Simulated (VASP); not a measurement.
# Ga8O11 (P1) in VASP: single point with HSE06

Aim: the single point of Ga8O11 with HSE06.

Program: VASP 6.6.1. These are calculated values, not measurements. Logs are shortened: lines on timing, memory, paths and dates and some standing lists are left out, and cuts for length are marked.

## (1) The cell of the first run

The typed cell holds 19 atoms: a = 12.230 Å, b = 3.040 Å, c = 5.800 Å, α = 90.00°, β = 103.70°, γ = 90.00°.

## (2) Single point, HSE06

File POSCAR:

```
Ga8O11
1.0
   12.2300000000      0.0000000000      0.0000000000
    0.0000000000      3.0400000000      0.0000000000
   -1.3736610000      0.0000000000      5.6349850000
Ga O
8 11
Direct
    0.0903510000      0.0065080000      0.7953270000
    0.5892660000      0.4871870000      0.8000410000
    0.9110400000      0.0131830000      0.2014380000
    0.4111770000      0.4934660000      0.2021330000
    0.3385550000      0.0137720000      0.6835290000
    0.8421940000      0.4973500000      0.6795820000
    0.6570550000      0.9932570000      0.3130610000
    0.1536570000      0.5068960000      0.3112880000
    0.1682830000      0.0355730000      0.1005510000
    0.6655320000      0.4986970000      0.0983200000
    0.8315270000      0.0044970000      0.9110230000
    0.3292810000      0.5118800000      0.9042510000
    0.4941520000      0.0217200000      0.2512490000
    0.5019520000      0.0023290000      0.7438160000
    0.0056540000      0.5012430000      0.7481390000
    0.8267400000      0.9907040000      0.4437120000
    0.3288620000      0.4961610000      0.4323620000
    0.1722980000      0.9927410000      0.5745000000
    0.6730910000      0.5150590000      0.5595420000
```

File INCAR.step1:

```
SYSTEM = Ga8O11
PREC = Accurate ; ENCUT = 520
EDIFF = 1E-5 ; ISMEAR = 0
SIGMA = 0.01 ; LREAL = Auto
LASPH = .TRUE. ; NELM = 100
ALGO = Normal ; ISIF = 2
LWAVE = .TRUE. ; LCHARG = .FALSE.
NBANDS = 100 ; GGA = PE
```

File INCAR.step2:

```
SYSTEM = Ga8O11
PREC = Accurate ; ENCUT = 520
EDIFF = 1E-6 ; ISMEAR = 0
SIGMA = 0.01 ; LREAL = Auto
LASPH = .TRUE. ; NELM = 100
ALGO = Normal ; ISIF = 2
LWAVE = .FALSE. ; LCHARG = .FALSE.
GGA = PE ; LHFCALC = .TRUE.
HFSCREEN = 0.2079 ; PRECFOCK = Fast
NBANDS = 100 ; ISTART = 1
```

File KPOINTS:

```
regular mesh
0
G
  1 1 1
  0 0 0
```

Potentials or basis: VASP PAW PBE potentials, release 64 (Ga_d, O).

Run with:

```bash
$ cat potpaw_PBE.64/Ga_d/POTCAR potpaw_PBE.64/O/POTCAR > POTCAR
$ cp INCAR.step1 INCAR
$ mpirun -np 1 vasp_gam > vasp.out
$ cp INCAR.step2 INCAR
$ mpirun -np 1 vasp_gam > vasp.out
```

OUTCAR:

```text
SYSTEM = Ga8O11
   PREC = Accurate
   ENCUT = 520
   EDIFF = 1E-6
   ISMEAR = 0
   LREAL = Auto
   LASPH = .TRUE.
   NELM = 100
   ISIF = 2
   GGA = PE
   LHFCALC = .TRUE.
   HFSCREEN = 0.2079
   PRECFOCK = Fast
   ISTART = 1

 ion  position               nearest neighbor table
   1  0.090  0.007  0.795-   9 1.80  18 1.80  15 1.81  15 1.84
   2  0.589  0.487  0.800-  10 1.76  14 1.80  14 1.88  19 1.92
   3  0.911  0.013  0.201-  11 1.73  16 1.93
   4  0.411  0.493  0.202-  13 1.74  12 1.78  17 1.85  13 1.88
   5  0.339  0.014  0.684-  14 1.95  18 1.98  12 2.00  12 2.01  17 2.05  17 2.13
   6  0.842  0.497  0.680-  15 1.94  16 2.01  19 2.02  11 2.04  16 2.04  11 2.07
   7  0.657  0.993  0.313-  13 1.94  10 1.97  10 2.00  19 2.02  16 2.03  19 2.11
   8  0.154  0.507  0.311-   9 1.92   9 2.05  17 2.09  18 2.10  18 2.16
   9  0.168  0.036  0.101-   1 1.80   8 1.92   8 2.05
  10  0.666  0.499  0.098-   2 1.76   7 1.97   7 2.00
  11  0.832  0.004  0.911-   3 1.73   6 2.04   6 2.07
  12  0.329  0.512  0.904-   4 1.78   5 2.00   5 2.01
  13  0.494  0.022  0.251-   4 1.74   4 1.88   7 1.94
  14  0.502  0.002  0.744-   2 1.80   2 1.88   5 1.95
  15  0.006  0.501  0.748-   1 1.81   1 1.84   6 1.94
  16  0.827  0.991  0.444-   3 1.93   6 2.01   7 2.03   6 2.04
  17  0.329  0.496  0.432-   4 1.85   5 2.05   8 2.09   5 2.13
  18  0.172  0.993  0.575-   1 1.80   5 1.98   8 2.10   8 2.16
  19  0.673  0.515  0.560-   2 1.92   7 2.02   6 2.02   7 2.11

  LATTYP: Found a simple monoclinic cell.
 ALAT       =     5.8000000425
 B/A-ratio  =     0.5241379272
 C/A-ratio  =     2.1086206742
 COS(beta)  =    -0.2368381017

  Lattice vectors:

 A1 = (  -1.3736610000,   0.0000000000,   5.6349850000)
 A2 = (   0.0000000000,  -3.0400000000,   0.0000000000)
 A3 = (  12.2300000000,   0.0000000000,   0.0000000000)

Analysis of symmetry for initial positions (statically):
=====================================================================
 Subroutine PRICEL returns:
 Original cell was already a primitive cell.

 Routine SETGRP: Setting up the symmetry group for a
 simple monoclinic supercell.

 Subroutine GETGRP returns: Found  1 space group operations
 (whereof  1 operations were pure point group operations)
 out of a pool of  4 trial point group operations.

The static configuration has the point symmetry C_1 .

Analysis of symmetry for dynamics (positions and initial velocities):
[... 133 lines left out ...]
   NUPDOWN=      -1.0000    fix difference up-down
   EMIN   =  10.00;   EMAX   =-10.00  energy-range for DOS
   EFERMI =   0.00;   METHOD = LEGACY
   ISMEAR =     0;   SIGMA  =   0.01  broadening in eV -4-tet -1-fermi 0-gaus
   EFERMI_NEDOS =   21; number of points for ismear=-14 and -15
   IALGO  =     38    algorithm
   IMIX   =      1    mixing-type and parameters
     AMIX     =   0.40;   BMIX     =  1.00
     AMIX_MAG =   1.60;   BMIX_MAG =  1.00
  volume/ion in A,a.u.               =      11.03        74.41
  Fermi-wavevector in a.u.,A,eV,Ry     =   1.526957  2.885531 31.723321  2.331598
  Thomas-Fermi vector in A             =   2.634919
   LORBIT       =      0    0 simple, 1 ext, 2 COOP (PROOUT), +10 PAW based schemes
   GGA     = PE    functional components
   LHFCALC =     T    Hartree Fock is set to
   PRECFOCK=fast      Normal, Fast or Accurate (Low or Medium for compatibility)
   ENCUT4O =  -1.0   cutoff for four orbital integrals eV
   NKREDX  =     1    reduce k-point grid by
   NKREDY  =     1    reduce k-point grid by
   NKREDZ  =     1    reduce k-point grid by
   AEXX    =    0.2500 exact exchange contribution
   HFSCREEN=    0.2079 screening length (either q_TF or 0.3 A-1)
   HFSCREENC=   0.2079 screening length for correlation (either q_TF or 0.3 A-1)
   ENCUTFOCK=  -1.0 apply spherical cutoff to Coloumb kernel
   IVDW    =     0    specifies the selected vdW correction
   LEPSILON=     F    determine dielectric tensor
   LRPA    =     F    only Hartree local field effects (RPA)
 non-spin polarized calculation
 Gauss-broadening in eV      SIGMA  =   0.01
  energy-cutoff  :      520.00
  volume of cell :      209.50
 maximum number of plane-waves:      2837
 NGX is ok and might be reduce to    90
  NGX = 48; NGY = 12; NGZ = 24

 number of electron     169.9999966 magnetization

 Free energy of the ion-electron system (eV)
  ---------------------------------------------------
  ext. energy  EPLUGINS =         0.00000000
  ---------------------------------------------------
  free energy    TOTEN  =      -122.51025833 eV

  energy without entropy =     -122.51025833  energy(sigma->0) =     -122.51025833

 E-fermi :   3.6674     XC(G=0):  -9.3044

 val. band max:        3.5368207884   @ k =   0.0000   0.0000   0.0000
 cond. band min:       7.0656993569   @ k =   0.0000   0.0000   0.0000
 fundamental gap:      3.5288785686
 Fermi energy:         3.6674084566

 k-point     1 :       0.0000    0.0000    0.0000
  band No.  band energies     occupation
      1     -17.7070      2.00000
      2     -17.2739      2.00000
      3     -17.2382      2.00000
      4     -16.7198      2.00000
      5     -16.4417      2.00000
      6     -16.2071      2.00000
[... 89 lines left out ...]
     96      12.6856      0.00000
     97      13.3731      0.00000
 [bands above 97 left out]

------------------------ aborting loop because EDIFF is reached ----------------------------------------

  FORCE on cell =-STRESS in cart. coord.  units (eV):
  Direction    XX          YY          ZZ          XY          YZ          ZX
  --------------------------------------------------------------------------------------
  -------------------------------------------------------------------------------------
  Total        2.0760165     21.2163653     23.1539107     -1.1235412     -0.1692999     -1.4808118
  in kB       15.8762738    162.2515153    177.0688356     -8.5922476     -1.2947156    -11.3244639
  external PRESSURE =     118.3988749 kB  Pullay stress =       0.0000000 kB

 VOLUME and BASIS-vectors are now :
 -----------------------------------------------------------------------------
  energy-cutoff  :      520.00
  volume of cell :      209.50
      direct lattice vectors                 reciprocal lattice vectors
    12.230000000  0.000000000  0.000000000     0.081766149  0.000000000  0.019932435
     0.000000000  3.040000000  0.000000000     0.000000000  0.328947368  0.000000000
    -1.373661000  0.000000000  5.634985000     0.000000000  0.000000000  0.177462762

 POSITION                                       TOTAL-FORCE (eV/Angst)
 -----------------------------------------------------------------------------------
      0.01248      0.01978      4.48166         0.903965     -0.300030      0.706212
      6.10774      1.48105      4.50822         1.353189      0.847054     -1.003892
     10.86531      0.04008      1.13510         1.334810     -0.056204      1.805182
      4.75103      1.50014      1.13902        -1.758517      1.879124      0.014275
      3.20159      0.04187      3.85168         0.399149     -0.117846      0.486754
      9.36652      1.51194      3.82943        -1.164459      0.028602      0.886952
[... 11 lines left out ...]
      1.31804      3.01793      3.23730         1.586289     -0.022104     -0.763148
      7.46328      1.56578      3.15301         0.603364     -0.283212      1.074743
 -----------------------------------------------------------------------------------
    total drift:                                0.014699     -0.002035      0.003769

  FREE ENERGIE OF THE ION-ELECTRON SYSTEM (eV)
  ---------------------------------------------------
  free  energy   TOTEN  =      -122.5102583299 eV

  energy  without entropy=     -122.5102583299  energy(sigma->0) =     -122.51025833
```

OUTCAR.step1:

```text
SYSTEM = Ga8O11
   PREC = Accurate
   ENCUT = 520
   EDIFF = 1E-5
   ISMEAR = 0
   LREAL = Auto
[... 357 lines left out ...]
      9.36652      1.51194      3.82943        -1.076199      0.019636      0.915684
[... 11 lines left out ...]
      1.31804      3.01793      3.23730         1.526378     -0.007564     -0.712909
      7.46328      1.56578      3.15301         0.691692     -0.255078      1.107653
 -----------------------------------------------------------------------------------
    total drift:                                0.007358      0.010531      0.001749

  FREE ENERGIE OF THE ION-ELECTRON SYSTEM (eV)
  ---------------------------------------------------
  free  energy   TOTEN  =       -91.8826928926 eV

  energy  without entropy=      -91.8826928926  energy(sigma->0) =      -91.88269289
```

OSZICAR.step1:

```text
N       E                     dE             d eps       ncg     rms          rms(c)
DAV:   1     0.334804659798E+04    0.33480E+04   -0.86543E+04   276   0.348E+03
DAV:   2     0.831225394260E+03   -0.25168E+04   -0.23793E+04   216   0.988E+02
DAV:   3     0.151739628511E+02   -0.81605E+03   -0.76972E+03   256   0.336E+02
DAV:   4    -0.107823818860E+03   -0.12300E+03   -0.12012E+03   232   0.131E+02
DAV:   5    -0.115604708718E+03   -0.77809E+01   -0.76749E+01   288   0.359E+01    0.281E+01
DAV:   6    -0.911888277933E+02    0.24416E+02   -0.86061E+01   360   0.795E+01    0.808E+00
DAV:   7    -0.919179088741E+02   -0.72908E+00   -0.11486E+01   216   0.141E+01    0.595E+00
DAV:   8    -0.919854725256E+02   -0.67564E-01   -0.22987E+00   288   0.152E+01    0.203E+00
DAV:   9    -0.918746596892E+02    0.11081E+00   -0.51399E-01   296   0.963E+00    0.595E-01
DAV:  10    -0.918789876770E+02   -0.43280E-02   -0.14128E-01   312   0.260E+00    0.239E-01
DAV:  11    -0.918819364294E+02   -0.29488E-02   -0.27125E-02   232   0.101E+00    0.132E-01
DAV:  12    -0.918825260682E+02   -0.58964E-03   -0.24521E-03   272   0.862E-01    0.414E-02
DAV:  13    -0.918826470838E+02   -0.12102E-03   -0.12075E-03   248   0.377E-01    0.214E-02
DAV:  14    -0.918826857189E+02   -0.38635E-04   -0.33143E-04   264   0.167E-01    0.113E-02
DAV:  15    -0.918826928926E+02   -0.71736E-05   -0.93736E-05   216   0.106E-01
   1 F= -.91882693E+02 E0= -.91882693E+02  d E =-.426780E-37
```

Wall time 5.3 min (1 thread of AMD EPYC 7R43 (Zen 3), shared host); peak memory 0.39 GiB.

Results:

* Free energy: -122.5103 eV
* Pressure: 11.8 GPa
* Largest force: 3.121 eV/Å
* Band gap on the k mesh: 3.53 eV

Forces on the atoms (eV/Å):
```
Ga   0.904 -0.300  0.706
Ga   1.353  0.847 -1.004
Ga   1.335 -0.056  1.805
Ga  -1.759  1.879  0.014
Ga   0.399 -0.118  0.487
Ga  -1.164  0.029  0.887
Ga   0.170  0.185 -0.086
Ga   0.729  0.382 -0.019
O   -0.287 -0.514  0.598
O   -0.125 -0.041  0.922
O   -0.039  0.059 -2.232
O    0.103  0.034 -1.171
O    2.217 -2.131  0.531
O   -1.447 -0.764 -0.283
O   -1.846  0.385 -0.534
O   -0.869  0.266 -0.923
O   -1.862  0.165 -0.010
O    1.586 -0.022 -0.763
O    0.603 -0.283  1.075
```

Caveat: the k points lie up to 2.07 Å⁻¹ apart; the PAW data sets were made with another functional, which shifts forces and pressure a little.
